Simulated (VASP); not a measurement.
# GaGe3 in VASP: further runs

The runs below take GaGe3 through single point, with PBE.

Program: VASP 6.6.1. These are calculated values, not measurements. Logs are shortened: lines on timing, memory, paths and dates and some standing lists are left out, and cuts for length are marked.

**1. The cell of the first run**

Symmetry: Fm-3m, No. 225, cubic system. Conventional cell: a = 6.774 Å, b = 6.774 Å, c = 6.774 Å, α = 90.00°, β = 90.00°, γ = 90.00°. Ge (site symmetry m-3m) has 8 Ge at 2.93 Å and 6 Ga at 3.39 Å within 3.9 Å. Ge (site symmetry -43m) has 10 Ge at 2.93 to 3.39 Å and 4 Ga at 2.93 Å within 3.9 Å. Ga (site symmetry m-3m) has 14 Ge at 2.93 to 3.39 Å within 3.9 Å.

**2. Single point, PBE**

File INCAR:

```
ALGO = Normal
EDIFF = 1E-6
ENCUT = 500
GGA = PE
GGA_COMPAT = F
ISIF = 2
ISMEAR = -1
LASPH = T
LCHARG = T
LELF = T
LREAL = F
LVHAR = T
LWAVE = F
NBANDS = 36
NELM = 120
PREC = Accurate
SIGMA = 0.02
```

File KPOINTS:

```
k-points
0
Gamma
  7 7 7
```

File POSCAR:

```
GaGe3
1.0
    0.0000000000      3.3871670000      3.3871670000
    3.3871670000      0.0000000000      3.3871670000
    3.3871670000      3.3871670000      0.0000000000
Ge Ga
3 1
Direct
    0.5000000000      0.5000000000      0.5000000000
    0.7500000000      0.7500000000      0.7500000000
    0.2500000000      0.2500000000      0.2500000000
    0.0000000000      0.0000000000      0.0000000000
```

Potentials or basis: VASP PAW PBE potentials, release 64 (Ge_d, Ga_d).

Run with:

```console
$ cat potpaw_PBE.64/Ge_d/POTCAR potpaw_PBE.64/Ga_d/POTCAR > POTCAR
$ mpirun -np 1 vasp_std > vasp.out
```

OUTCAR:

```text
EDIFF = 1E-6
   ENCUT = 500
   GGA = PE
   ISIF = 2
   ISMEAR = -1
   LASPH = T
   LREAL = F
   NELM = 120
   PREC = Accurate

 ion  position               nearest neighbor table
   1  0.500  0.500  0.500-
   2  0.750  0.750  0.750-
   3  0.250  0.250  0.250-
   4  0.000  0.000  0.000-

  LATTYP: Found a face centered cubic cell.
 ALAT       =     6.7743340000

  Lattice vectors:

 A1 = (   0.0000000000,   3.3871670000,   3.3871670000)
 A2 = (   3.3871670000,   0.0000000000,   3.3871670000)
 A3 = (   3.3871670000,   3.3871670000,   0.0000000000)

Analysis of symmetry for initial positions (statically):
=====================================================================
 Subroutine PRICEL returns:
 Original cell was already a primitive cell.

 Routine SETGRP: Setting up the symmetry group for a
 face centered cubic supercell.

 Subroutine GETGRP returns: Found 48 space group operations
 (whereof 48 operations were pure point group operations)
 out of a pool of 48 trial point group operations.

The static configuration has the point symmetry O_h .

Analysis of symmetry for dynamics (positions and initial velocities):
=====================================================================
 Subroutine PRICEL returns:
 Original cell was already a primitive cell.

 Routine SETGRP: Setting up the symmetry group for a
 face centered cubic supercell.

 Subroutine GETGRP returns: Found 48 space group operations
 (whereof 48 operations were pure point group operations)
 out of a pool of 48 trial point group operations.

The dynamic configuration has the point symmetry O_h .

 Subroutine INISYM returns: Found 48 space group operations
 (whereof 48 operations are pure point group operations),
 and found     1 'primitive' translations

----------------------------------------------------------------------------------------

                                     Primitive cell

  volume of cell :      77.7213

  direct lattice vectors                    reciprocal lattice vectors
     0.000000000  3.387167000  3.387167000    -0.147615987  0.147615987  0.147615987
     3.387167000  0.000000000  3.387167000     0.147615987 -0.147615987  0.147615987
     3.387167000  3.387167000  0.000000000     0.147615987  0.147615987 -0.147615987

  length of vectors
     4.790177509  4.790177509  4.790177509     0.255678390  0.255678390  0.255678390

  position of ions in fractional coordinates (direct lattice)
     0.500000000  0.500000000  0.500000000
     0.750000000  0.750000000  0.750000000
     0.250000000  0.250000000  0.250000000
     0.000000000  0.000000000  0.000000000

  ion indices of the primitive-cell ions
   primitive index   ion index
                 1           1
                 2           2
                 3           3
                 4           4

----------------------------------------------------------------------------------------

 KPOINTS: k-points

Automatic generation of k-mesh.
 Grid dimensions read from file:
 generate k-points for:    7    7    7

 Generating k-lattice:

  Cartesian coordinates                     Fractional coordinates (reciprocal lattice)
    -0.021087998  0.021087998  0.021087998     0.142857143  0.000000000  0.000000000
     0.021087998 -0.021087998  0.021087998     0.000000000  0.142857143  0.000000000
     0.021087998  0.021087998 -0.021087998     0.000000000  0.000000000  0.142857143

  Length of vectors
     0.036525484  0.036525484  0.036525484

  Shift w.r.t. Gamma in fractional coordinates (k-lattice)
     0.000000000  0.000000000  0.000000000

 Subroutine IBZKPT returns following result:
 ===========================================

 Found     20 irreducible k-points:

 Following reciprocal coordinates:
            Coordinates               Weight
  0.000000  0.000000  0.000000      1.000000
  0.142857  0.000000  0.000000      8.000000
  0.285714  0.000000  0.000000      8.000000
  0.428571  0.000000  0.000000      8.000000
  0.142857  0.142857  0.000000      6.000000
  0.285714  0.142857  0.000000     24.000000
[... 12 lines left out ...]
 -0.428571  0.428571  0.142857     24.000000
 -0.285714  0.428571  0.142857     24.000000
   k-points           NKPTS =     20   k-points in BZ     NKDIM =     20   number of bands    NBANDS=     36
   number of dos      NEDOS =    301   number of ions     NIONS =      4
   total plane-waves  NPLWV =  46656
   dimension x,y,z NGX =    36 NGY =   36 NGZ =   36
   dimension x,y,z NGXF=    72 NGYF=   72 NGZF=   72
   ions per type =               3   1
   NGX,Y,Z   is equivalent  to a cutoff of  12.49, 12.49, 12.49 a.u.
   NGXF,Y,Z  is equivalent  to a cutoff of  24.99, 24.99, 24.99 a.u.
 SYSTEM =  unknown system
   PREC   = accura    normal or accurate (medium, high low for compatibility)
   ISTART =      0    job   : 0-new  1-cont  2-samecut
   ICHARG =      2    charge: 1-file 2-atom 10-const
   ISPIN  =      1    spin polarized calculation?
   LNONCOLLINEAR =      F non collinear calculations
   LSORBIT =      F    spin-orbit coupling
   LASPH  =      T    aspherical Exc in radial PAW
   ENCUT  =  500.0 eV  36.75 Ry    6.06 a.u.   8.73  8.73  8.73*2*pi/ulx,y,z
   NELM   =    120;   NELMIN=  2; NELMDL= -5     # of ELM steps
   EDIFF  = 0.1E-05   stopping-criterion for ELM
   LREAL  =      F    real-space projection
   EDIFFG = 0.1E-04   stopping-criterion for IOM
   NSW    =      0    number of steps for IOM
   IBRION =     -1    ionic relax: 0-MD 1-quasi-New 2-CG
   NFREE  =      0    steps in history (QN), initial steepest desc. (CG)
   ISIF   =      2    stress and relaxation
   ISYM   =      2    0-nonsym 1-usesym 2-fastsym
   POTIM  = 0.5000    time-step for ionic-motion
   TEBEG  =    0.0;   TEEND  =   0.0 temperature during run
   PSTRESS=    0.0 pullay stress
   NELECT =      55.0000    total number of electrons
   NUPDOWN=      -1.0000    fix difference up-down
   EMIN   =  10.00;   EMAX   =-10.00  energy-range for DOS
   EFERMI =   0.00;   METHOD = LEGACY
   ISMEAR =    -1;   SIGMA  =   0.02  broadening in eV -4-tet -1-fermi 0-gaus
   EFERMI_NEDOS =   21; number of points for ismear=-14 and -15
   IALGO  =     38    algorithm
   IMIX   =      4    mixing-type and parameters
     AMIX     =   0.40;   BMIX     =  1.00
     AMIX_MAG =   1.60;   BMIX_MAG =  1.00
  volume/ion in A,a.u.               =      19.43       131.12
  Fermi-wavevector in a.u.,A,eV,Ry     =   1.458867  2.756859 28.957195  2.128294
  Thomas-Fermi vector in A             =   2.575501
   LORBIT       =      0    0 simple, 1 ext, 2 COOP (PROOUT), +10 PAW based schemes
   GGA     = PE    functional components
   LHFCALC =     F    Hartree Fock is set to
   AEXX    =    0.0000 exact exchange contribution
   IVDW    =     0    specifies the selected vdW correction
   LEPSILON=     F    determine dielectric tensor
   LRPA    =     F    only Hartree local field effects (RPA)
 non-spin polarized calculation
  energy-cutoff  :      500.00
  volume of cell :       77.72
 maximum number of plane-waves:      1992
   NGX = 17   NGY = 17   NGZ = 17

 number of electron      55.0000038 magnetization

 Free energy of the ion-electron system (eV)
  ---------------------------------------------------
  ext. energy  EPLUGINS =         0.00000000
  ---------------------------------------------------
  free energy    TOTEN  =       -15.52154136 eV

  energy without entropy =      -15.52039100  energy(sigma->0) =      -15.52096618

 E-fermi :   6.1523     XC(G=0): -11.0859

 val. band max:        6.0246776152   @ k =  -0.4286   0.1429   0.0000
 cond. band min:       6.2003322417   @ k =   0.4286   0.2857   0.0000
 fundamental gap:      0.1756546264
 Fermi energy:         6.1523274252

 k-point     1 :       0.0000    0.0000    0.0000
  band No.  band energies     occupation
      1     -18.5678      2.00000
      2     -18.5678      2.00000
      3     -18.5632      2.00000
      4     -18.5632      2.00000
      5     -18.5632      2.00000
      6     -18.5407      2.00000
[... 28 lines left out ...]
     35      10.8982      0.00000
     36      15.8683      0.00000

 k-point     2 :       0.1429    0.0000    0.0000
  band No.  band energies     occupation
      1     -18.5666      2.00000
      2     -18.5666      2.00000
      3     -18.5664      2.00000
      4     -18.5642      2.00000
      5     -18.5642      2.00000
      6     -18.5382      2.00000
[... 28 lines left out ...]
     35      11.7676      0.00000
     36      14.3435      0.00000

 k-point     3 :       0.2857    0.0000    0.0000
  band No.  band energies     occupation
      1     -18.5722      2.00000
      2     -18.5722      2.00000
      3     -18.5674      2.00000
      4     -18.5550      2.00000
      5     -18.5550      2.00000
      6     -18.5338      2.00000
[... 28 lines left out ...]
     35      13.5907      0.00000
     36      13.5907      0.00000

 k-point     4 :       0.4286    0.0000    0.0000
  band No.  band energies     occupation
      1     -18.5761      2.00000
      2     -18.5761      2.00000
      3     -18.5631      2.00000
      4     -18.5437      2.00000
      5     -18.5437      2.00000
      6     -18.5310      2.00000
[... 28 lines left out ...]
     35      12.0434      0.00000
     36      13.5799      0.00000

 k-point     5 :       0.1429    0.1429    0.0000
  band No.  band energies     occupation
      1     -18.5697      2.00000
      2     -18.5697      2.00000
      3     -18.5646      2.00000
      4     -18.5626      2.00000
      5     -18.5602      2.00000
      6     -18.5413      2.00000
[... 499 lines left out ...]
 k-point    18 :      -0.4286    0.2857    0.1429
  band No.  band energies     occupation
      1     -18.5771      2.00000
      2     -18.5737      2.00000
      3     -18.5649      2.00000
      4     -18.5476      2.00000
      5     -18.5441      2.00000
      6     -18.5341      2.00000
[... 28 lines left out ...]
     35      13.2177      0.00000
     36      13.6835      0.00000

 k-point    19 :      -0.4286    0.4286    0.1429
  band No.  band energies     occupation
      1     -18.5786      2.00000
      2     -18.5767      2.00000
      3     -18.5594      2.00000
      4     -18.5532      2.00000
      5     -18.5430      2.00000
      6     -18.5349      2.00000
[... 28 lines left out ...]
     35      12.8514      0.00000
     36      13.0706      0.00000

 k-point    20 :      -0.2857    0.4286    0.1429
  band No.  band energies     occupation
      1     -18.5779      2.00000
      2     -18.5709      2.00000
      3     -18.5674      2.00000
      4     -18.5493      2.00000
      5     -18.5413      2.00000
      6     -18.5353      2.00000
[... 28 lines left out ...]
     35      12.7857      0.00000
     36      13.0874      0.00000

------------------------ aborting loop because EDIFF is reached ----------------------------------------

  FORCE on cell =-STRESS in cart. coord.  units (eV):
  Direction    XX          YY          ZZ          XY          YZ          ZX
  --------------------------------------------------------------------------------------
  -------------------------------------------------------------------------------------
  Total       -0.2702254     -0.2702254     -0.2702254      0.0000000      0.0000000     -0.0000000
  in kB       -5.5705342     -5.5705342     -5.5705342      0.0000000      0.0000000     -0.0000000
  external PRESSURE =      -5.5705342 kB  Pullay stress =       0.0000000 kB

 VOLUME and BASIS-vectors are now :
 -----------------------------------------------------------------------------
  energy-cutoff  :      500.00
  volume of cell :       77.72
      direct lattice vectors                 reciprocal lattice vectors
     0.000000000  3.387167000  3.387167000    -0.147615987  0.147615987  0.147615987
     3.387167000  0.000000000  3.387167000     0.147615987 -0.147615987  0.147615987
     3.387167000  3.387167000  0.000000000     0.147615987  0.147615987 -0.147615987

 POSITION                                       TOTAL-FORCE (eV/Angst)
 -----------------------------------------------------------------------------------
      3.38717      3.38717      3.38717         0.000000     -0.000000      0.000000
      5.08075      5.08075      5.08075         0.000000      0.000000      0.000000
      1.69358      1.69358      1.69358        -0.000000     -0.000000     -0.000000
      0.00000      0.00000      0.00000         0.000000     -0.000000      0.000000
 -----------------------------------------------------------------------------------
    total drift:                                0.000000      0.000000      0.000000

  FREE ENERGIE OF THE ION-ELECTRON SYSTEM (eV)
  ---------------------------------------------------
  free  energy   TOTEN  =       -15.5215413573 eV

  energy  without entropy=      -15.5203909996  energy(sigma->0) =      -15.52096618
```

Run time: 64 s. Hardware: 1 thread of Intel Xeon 8259CL, shared host; peak memory 0.23 GiB.

What came out:

```
Free energy            : -15.5215 eV
Pressure               : -0.6 GPa
Band gap on the k mesh : zero (an odd number of electrons rules out a gap without spin polarisation)
```

Levels at points of the mesh, in eV from the Fermi level:
| k point | band 24 | band 25 | band 26 | band 27 | band 28 | band 29 | band 30 | band 31 | band 32 | band 33 |
| --- | --- | --- | --- | --- | --- | --- | --- | --- | --- | --- |
| (0.00, 0.00, 0.00) | -1.56 | -1.56 | -1.56 | -1.28 | -1.28 | -1.28 | -1.19 | 0.27 | 0.27 | 0.27 |

**3. Single point, PBE**

File INCAR:

```
SYSTEM = GaGe3
ALGO = Normal
EDIFF = 1E-6
ENCUT = 500
GGA = PE
GGA_COMPAT = .False.
ISIF = 2
ISMEAR = -1
LASPH = .True.
LCHARG = .True.
LELF = .True.
LREAL = .False.
LVHAR = .True.
LWAVE = .False.
NBANDS = 36
NELM = 120
PREC = Accurate
SIGMA = 0.02
```

File KPOINTS:

```
k-points
0
Gamma
  7 7 7
  0 0 0
```

POSCAR: that of step 2 with these lines changed.

```diff
@@ -10,3 +10,3 @@
     0.7500000000      0.7500000000      0.7500000000
-    0.2500000000      0.2500000000      0.2500000000
+    0.2514761599      0.2514761599      0.2485238401
     0.0000000000      0.0000000000      0.0000000000
```

Potentials or basis: VASP PAW PBE potentials, release 64 (Ge_d, Ga_d).

Run with:

```console
$ cat potpaw_PBE.64/Ge_d/POTCAR potpaw_PBE.64/Ga_d/POTCAR > POTCAR
$ mpirun -np 1 vasp_std > vasp.out
```

OUTCAR:

```text
SYSTEM = GaGe3
   EDIFF = 1E-6
   ENCUT = 500
   GGA = PE
   ISIF = 2
   ISMEAR = -1
   LASPH = .True.
   LREAL = .False.
   NELM = 120
   PREC = Accurate

 ion  position               nearest neighbor table
   1  0.500  0.500  0.500-
   2  0.750  0.750  0.750-
   3  0.251  0.251  0.249-
   4  0.000  0.000  0.000-

  LATTYP: Found a face centered cubic cell.
 ALAT       =     6.7743340000

  Lattice vectors:

 A1 = (   0.0000000000,   3.3871670000,   3.3871670000)
 A2 = (   3.3871670000,   0.0000000000,   3.3871670000)
 A3 = (   3.3871670000,   3.3871670000,   0.0000000000)

Analysis of symmetry for initial positions (statically):
=====================================================================
 Subroutine PRICEL returns:
 Original cell was already a primitive cell.

 Routine SETGRP: Setting up the symmetry group for a
 face centered cubic supercell.

 Subroutine GETGRP returns: Found  4 space group operations
 (whereof  4 operations were pure point group operations)
 out of a pool of 48 trial point group operations.
[... 162 lines left out ...]
  free energy    TOTEN  =       -15.52144670 eV

  energy without entropy =      -15.52029818  energy(sigma->0) =      -15.52087244

 E-fermi :   6.1522     XC(G=0): -11.0859

 val. band max:        6.0305339019   @ k =   0.1429   0.1429  -0.4286
 cond. band min:       6.1972539047   @ k =   0.0000   0.4286   0.2857
 fundamental gap:      0.1667200028
 Fermi energy:         6.1521743741

 k-point     1 :       0.0000    0.0000    0.0000
  band No.  band energies     occupation
      1     -18.5677      2.00000
      2     -18.5677      2.00000
      3     -18.5634      2.00000
      4     -18.5632      2.00000
      5     -18.5629      2.00000
      6     -18.5406      2.00000
[... 925 lines left out ...]
     35      12.8833      0.00000
     36      14.1052      0.00000

 [... further k-points ...]

------------------------ aborting loop because EDIFF is reached ----------------------------------------

  FORCE on cell =-STRESS in cart. coord.  units (eV):
  Direction    XX          YY          ZZ          XY          YZ          ZX
  --------------------------------------------------------------------------------------
  -------------------------------------------------------------------------------------
  Total       -0.2775453     -0.2775453     -0.2775285     -0.0040676      0.0000000      0.0000000
  in kB       -5.7214307     -5.7214307     -5.7210834     -0.0838512      0.0000000      0.0000000
  external PRESSURE =      -5.7213150 kB  Pullay stress =       0.0000000 kB

 VOLUME and BASIS-vectors are now :
 -----------------------------------------------------------------------------
  energy-cutoff  :      500.00
  volume of cell :       77.72
      direct lattice vectors                 reciprocal lattice vectors
     0.000000000  3.387167000  3.387167000    -0.147615987  0.147615987  0.147615987
     3.387167000  0.000000000  3.387167000     0.147615987 -0.147615987  0.147615987
     3.387167000  3.387167000  0.000000000     0.147615987  0.147615987 -0.147615987

 POSITION                                       TOTAL-FORCE (eV/Angst)
 -----------------------------------------------------------------------------------
      3.38717      3.38717      3.38717         0.000000      0.000000      0.005567
      5.08075      5.08075      5.08075        -0.000000     -0.000000      0.005743
      1.69358      1.69358      1.70358         0.000000      0.000000     -0.018845
      0.00000      0.00000      0.00000         0.000000      0.000000      0.007534
 -----------------------------------------------------------------------------------
    total drift:                               -0.000000     -0.000000     -0.000492

  FREE ENERGIE OF THE ION-ELECTRON SYSTEM (eV)
  ---------------------------------------------------
  free  energy   TOTEN  =       -15.5214466958 eV

  energy  without entropy=      -15.5202981831  energy(sigma->0) =      -15.52087244
```

It took 3.5 min on 1 thread of Intel Xeon 8259CL, shared host; peak memory 0.3 GiB.

Results:

- Free energy: -15.5214 eV
- Pressure: -0.6 GPa
- Largest force: 0.019 eV/Å
- Band gap on the k mesh: zero (an odd number of electrons rules out a gap without spin polarisation)

Forces on the atoms (eV/Å):
```
Ge   0.000  0.000  0.006
Ge   0.000  0.000  0.006
Ge   0.000  0.000 -0.019
Ga   0.000  0.000  0.008
```

(Continued in part 2 of 2.)

The gap in the log of VASP goes by the Fermi energy; the results here count the filled bands.